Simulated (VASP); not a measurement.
Runs of VASP 6.6.1 on Re. The structure is that of space group Pm-3m (No. 221), or close to it. The cells are those of the table. 

```csv
task,potentials or basis,cell,cutoff (eV),smearing,k mesh for the DOS,occupations for the DOS,second run,gap on the mesh (eV),pressure (GPa)
single point,"VASP PAW PBE potentials, release 64 (Re)","a = 2.552 Å, 1 atom",520,fermi-dirac 0.1 eV,-,-,-,none,-0.7
single point,"VASP PAW PBE potentials, release 64 (Re)","a = 2.152 Å, 1 atom",520,fermi-dirac 0.1 eV,-,-,-,none,410.8
single point,"VASP PAW PBE potentials, release 64 (Re)","a = 2.408 Å, 1 atom",520,fermi-dirac 0.1 eV,-,-,-,none,70.3
single point,"VASP PAW PBE potentials, release 64 (Re)","a = 2.329 Å, 1 atom",520,fermi-dirac 0.1 eV,-,-,-,none,(b)
single point,"VASP PAW PBE potentials, release 64 (Re)","a = 2.408 Å, 1 atom",520,methfessel-paxton 0.005 eV,-,-,-,none,69.9
single point,"VASP PAW PBE potentials, release 64 (Re)","a = 2.482 Å, 1 atom",520,fermi-dirac 0.1 eV,-,-,-,none,(a)
single point,"VASP PAW PBE potentials, release 64 (Re)","a = 2.244 Å, 1 atom",520,fermi-dirac 0.1 eV,-,-,-,none,242.4
relaxation of cell and atoms,"VASP PAW PBE potentials, release 64 (Re_sv_GW)","relaxed from a = 2.505 Å, 1 atom",500,fermi-dirac 0.1 eV,-,-,valence_matched,none,0.0
```

Alike in all rows: level PBEsol; no spin polarisation; k mesh 15 × 15 × 15.

**Question.** Estimate the missing entries.

**Answer.** (a) 27.2; (b) 137.4.

Caveats: the PAW data sets were made with another functional, which shifts forces and pressure a little; spin-orbit coupling is left out, which moves the levels of the heavy elements.

A k mesh can miss the band edges, and the runs leave out spin-orbit coupling on Re.

A gap of «none» marks levels without a gap at the run's occupations.

The runs don't all hold the same shells in valence.
